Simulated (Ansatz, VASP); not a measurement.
## Two plane-wave programs on Lu

```
Lu
1.0
     5.43344    0.00000    0.00000
    -2.71672    4.70550    0.00000
     0.00000    0.00000    3.41151
Lu
3
Cartesian
  0.0000 0.0000 0.0000
  0.0000 3.1370 1.7058
  2.7167 1.5685 1.7058
```

Alike in both runs: functional PBE; k mesh 7 × 7 × 10; occupations fermi-dirac, width 0.1 eV; no spin polarisation.

Ansatz relaxed the structure, and its values are those at the end. VASP's run is a single point on that final structure, the one shown.

```csv
,VASP,Ansatz
version,VASP 6.6.1,Ansatz 0.2.0
potentials or method,"VASP PAW PBE potentials, release 64 (Lu)","PAW with Ansatz's default frozen-core files, scalar-relativistic"
plane-wave cutoff (eV),520,420
valence electrons in the cell,75,75
```

Ansatz gave:

| Property | Result |
| --- | --- |
| pressure (GPa) | 0.0 |

**Question.** Which values does VASP return?

**Answer.** Pressure (GPa): 0.2.

The functional is the same, so the differences come from potentials, cutoffs and numerics.

Neither program's run includes spin-orbit coupling.
